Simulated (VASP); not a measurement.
Crystal: Al2O3.

```
Al O
1.0
     2.37932    1.37370    4.33179
    -2.37932    1.37370    4.33179
     0.00000   -2.74740    4.33179
Al O
4 6
Cartesian
  0.0000 0.0000 4.5732
  0.0000 0.0000 1.9245
  0.0000 0.0000 8.4222
  0.0000 0.0000 11.0709
  -0.9214 1.3737 7.5806
  -0.7289 -1.4848 7.5806
  1.6504 0.1111 7.5806
  0.9214 -1.3737 5.4147
  0.7289 1.4848 5.4147
  -1.6504 -0.1111 5.4147
```

Base run:

| Item | Value |
| --- | --- |
| Program | VASP 6.6.1 |
| Functional | PBE |
| Potentials or basis | VASP PAW PBE potentials, release 64 (Al, O) |
| Cutoff | 520 eV |
| k mesh | 4 × 4 × 4 |
| Occupations | gaussian, width 0.01 eV |
| Spin | no spin polarisation |

Its results: band gap on the k mesh 6.24 eV; pressure 7.4 GPa; largest force 0.034 eV/Å.

Task: The run is repeated on the same cell with these changes: functional from PBE to r2SCAN; k mesh from 4 × 4 × 4 to 6 × 6 × 6. What comes out?

Result: Band gap on the k mesh 7.16 eV; pressure -0.5 GPa; largest force 0.019 eV/Å.

Several settings changed at once.

Caveats: the cell stands under pressure (at least some runs); the PAW data sets were made with another functional, which shifts forces and pressure a little (at least some runs).

A k mesh can miss the band edges.
